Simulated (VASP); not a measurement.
# Rh (Fm-3m) in VASP: single point with PBEsol

Aim: the single point of Rh with PBEsol.

Program: VASP 6.6.1. These are calculated values, not measurements. Logs are shortened: lines on timing, memory, paths and dates and some standing lists are left out, and cuts for length are marked.

### Step 1. The cell of the first run

The structure is cubic, space group Fm-3m (No. 225). The conventional cell has a = 3.780 Å, b = 3.780 Å, c = 3.780 Å, α = 90.00°, β = 90.00°, γ = 90.00°. Rh (site symmetry m-3m) has 12 Rh at 2.67 Å within 3.5 Å.

### Step 2. Single point, PBEsol, non-collinear spin, typed start, spin-orbit coupling

Input file INCAR:

```
ALGO = Normal
EDIFF = 1E-6
ENCUT = 520
GGA = PS
GGA_COMPAT = F
ISIF = 2
ISMEAR = -1
LASPH = T
LCHARG = F
LMAXMIX = 4
LORBIT = 11
LORBMOM = T
LREAL = F
LSORBIT = T
LWAVE = F
MAGMOM = 0 0 1
NBANDS = 26
NELM = 150
PREC = Accurate
SIGMA = 0.05
```

Input file KPOINTS:

```
k-points
0
Gamma
  14 14 14
```

Input file POSCAR:

```
Rh
1.0
    0.0000000000      1.8901325671      1.8901325671
    1.8901325671      0.0000000000      1.8901325671
    1.8901325671      1.8901325671      0.0000000000
Rh
1
Direct
    0.0000000000      0.0000000000      0.0000000000
```

Potentials or basis: VASP PAW PBE potentials, release 64 (Rh_pv).

Launch:

```bash
cat potpaw_PBE.64/Rh_pv/POTCAR > POTCAR
mpirun -np 1 vasp_ncl > vasp.out
```

OUTCAR:

```text
EDIFF = 1E-6
   ENCUT = 520
   GGA = PS
   ISIF = 2
   ISMEAR = -1
   LASPH = T
   LORBIT = 11
   LREAL = F
   LSORBIT = T
   NELM = 150
   PREC = Accurate

 ion  position               nearest neighbor table
   1  0.000  0.000  0.000-

  LATTYP: Found a face centered cubic cell.
 ALAT       =     3.7802651342

  Lattice vectors:

 A1 = (   0.0000000000,   1.8901325671,   1.8901325671)
 A2 = (   1.8901325671,   0.0000000000,   1.8901325671)
 A3 = (   1.8901325671,   1.8901325671,   0.0000000000)

Analysis of symmetry for initial positions (statically):
=====================================================================
 Subroutine PRICEL returns:
 Original cell was already a primitive cell.

 Routine SETGRP: Setting up the symmetry group for a
 face centered cubic supercell.

 Subroutine GETGRP returns: Found 48 space group operations
 (whereof 48 operations were pure point group operations)
 out of a pool of 48 trial point group operations.

The static configuration has the point symmetry O_h .

Analysis of symmetry for dynamics (positions and initial velocities):
=====================================================================
 Subroutine PRICEL returns:
 Original cell was already a primitive cell.

 Routine SETGRP: Setting up the symmetry group for a
 face centered cubic supercell.

 Subroutine GETGRP returns: Found 48 space group operations
 (whereof 48 operations were pure point group operations)
 out of a pool of 48 trial point group operations.

The dynamic configuration has the point symmetry O_h .

Analysis of structural, dynamic, and magnetic symmetry:
=====================================================================
 Subroutine PRICEL returns:
 Original cell was already a primitive cell.

 Routine SETGRP: Setting up the symmetry group for a
 face centered cubic supercell.

 Subroutine GETGRP returns: Found  8 space group operations
 (whereof  8 operations were pure point group operations)
 out of a pool of 48 trial point group operations.

The overall configuration has the point symmetry C_4h.

 Subroutine INISYM returns: Found  8 space group operations
 (whereof  8 operations are pure point group operations),
 and found     1 'primitive' translations

----------------------------------------------------------------------------------------

                                     Primitive cell

  volume of cell :      13.5054
[... 147 lines left out ...]
  band No.  band energies     occupation
      1     -36.8617      1.00000
      2     -36.8615      1.00000
      3     -33.0073      1.00000
      4     -33.0071      1.00000
      5     -33.0069      1.00000
      6     -33.0067      1.00000
[... 685 lines left out ...]
     25      33.3095      0.00000
     26      33.3123      0.00000

 [... further k-points ...]

------------------------ aborting loop because EDIFF is reached ----------------------------------------

  FORCE on cell =-STRESS in cart. coord.  units (eV):
  Direction    XX          YY          ZZ          XY          YZ          ZX
  --------------------------------------------------------------------------------------
  -------------------------------------------------------------------------------------
  Total        0.0206056      0.0206056      0.0205567     -0.0000000      0.0000000      0.0000000
  in kB        2.4444929      2.4444929      2.4386964     -0.0000007      0.0000000      0.0000000
  external PRESSURE =       2.4425608 kB  Pullay stress =       0.0000000 kB

 VOLUME and BASIS-vectors are now :
 -----------------------------------------------------------------------------
  energy-cutoff  :      520.00
  volume of cell :       13.51
      direct lattice vectors                 reciprocal lattice vectors
     0.000000000  1.890132567  1.890132567    -0.264531710  0.264531710  0.264531710
     1.890132567  0.000000000  1.890132567     0.264531710 -0.264531710  0.264531710
     1.890132567  1.890132567  0.000000000     0.264531710  0.264531710 -0.264531710

 POSITION                                       TOTAL-FORCE (eV/Angst)
 -----------------------------------------------------------------------------------
      0.00000      0.00000      0.00000         0.000000      0.000000      0.000000
 -----------------------------------------------------------------------------------
    total drift:                                0.000000      0.000000      0.000000

  FREE ENERGIE OF THE ION-ELECTRON SYSTEM (eV)
  ---------------------------------------------------
  free  energy   TOTEN  =        -8.2973039329 eV

  energy  without entropy=       -8.2875338337  energy(sigma->0) =       -8.29241888

 orbital moment (x)

 # of ion     p       d       tot
 ----------------------------------------
  1        -0.000  -0.000  -0.000
 ----------------------------------------
           -0.000  -0.000  -0.000

 orbital moment (y)

 # of ion     p       d       tot
 ----------------------------------------
  1        -0.000   0.000   0.000
 ----------------------------------------
           -0.000   0.000   0.000

 orbital moment (z)

 # of ion     p       d       tot
 ----------------------------------------
  1         0.000   0.000   0.000
 ----------------------------------------
            0.000   0.000   0.000

 Spin-Orbit-Coupling matrix elements

 Ion:    1  E_soc:     -0.3081427
 l=   1
     0.0000000    -0.0413816    -0.0413813
    -0.0413816     0.0000000    -0.0413816
    -0.0413813    -0.0413816     0.0000000
 l=   2
     0.0000000    -0.0017070     0.0000000    -0.0017070    -0.0082686
    -0.0017070     0.0000000    -0.0062014    -0.0017070    -0.0020671
     0.0000000    -0.0062014     0.0000000    -0.0062014     0.0000000
    -0.0017070    -0.0017070    -0.0062014     0.0000000    -0.0020671
    -0.0082686    -0.0020671     0.0000000    -0.0020671     0.0000000
 l=   3
     0.0000000     0.0000000     0.0000000     0.0000000     0.0000000     0.0000000     0.0000000
     0.0000000     0.0000000     0.0000000     0.0000000     0.0000000     0.0000000     0.0000000
     0.0000000     0.0000000     0.0000000     0.0000000     0.0000000     0.0000000     0.0000000
     0.0000000     0.0000000     0.0000000     0.0000000     0.0000000     0.0000000     0.0000000
     0.0000000     0.0000000     0.0000000     0.0000000     0.0000000     0.0000000     0.0000000
     0.0000000     0.0000000     0.0000000     0.0000000     0.0000000     0.0000000     0.0000000
     0.0000000     0.0000000     0.0000000     0.0000000     0.0000000     0.0000000     0.0000000

 total charge

# of ion       s       p       d       tot
------------------------------------------
    1        0.415   6.319   7.078  13.812

 magnetization (x)

# of ion       s       p       d       tot
------------------------------------------
    1        0.000   0.000   0.000   0.000

 magnetization (y)

# of ion       s       p       d       tot
------------------------------------------
    1        0.000   0.000   0.000   0.000

 magnetization (z)

# of ion       s       p       d       tot
------------------------------------------
    1       -0.000  -0.000   0.000   0.000
```

It took 6.9 min on 1 thread of Intel Xeon 8259CL, shared host; peak memory 0.3 GiB.

What came out:

| Property | Result |
| --- | --- |
| Free energy | -8.2973 eV |
| Pressure | 0.2 GPa |
| Net moment | 0.00 μB per cell |
| Valence electrons inside the program's atomic spheres | Rh 13.81 |

Moments on the atoms (μB; x, y, z):
```
Rh  0.00 0.00 0.00
```

Caveat: the PAW data sets were made with another functional, which shifts forces and pressure a little.
